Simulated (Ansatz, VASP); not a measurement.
# Pd: VASP beside Ansatz

```
CELL_PARAMETERS angstrom
0.00000 1.91861 1.91861
1.91861 0.00000 1.91861
1.91861 1.91861 0.00000
ATOMIC_POSITIONS crystal
Pd 0.00000 0.00000 0.00000
```

Change from the starting cell: volume scaled by 0.96.

Alike in both runs: task single point; functional LDA; k mesh 18 × 18 × 18; occupations fermi-dirac, width 0.05 eV; no spin polarisation.

```csv
,VASP,Ansatz
version,VASP 6.6.1,Ansatz 0.2.0
potentials or method,"VASP PAW LDA potentials, release 64 (Pd), cutoff 520 eV","all-electron LAPW, scalar-relativistic"
```

Ansatz gave:

| Quantity | Value |
| --- | --- |
| pressure (GPa) | 0.4 |

Estimate VASP's values.

pressure (GPa): 0.6.

LDA's correlation is that of Perdew and Zunger in VASP and of Perdew and Wang (1992) in Ansatz. Ansatz ran all-electron here, and VASP with PAW potentials.
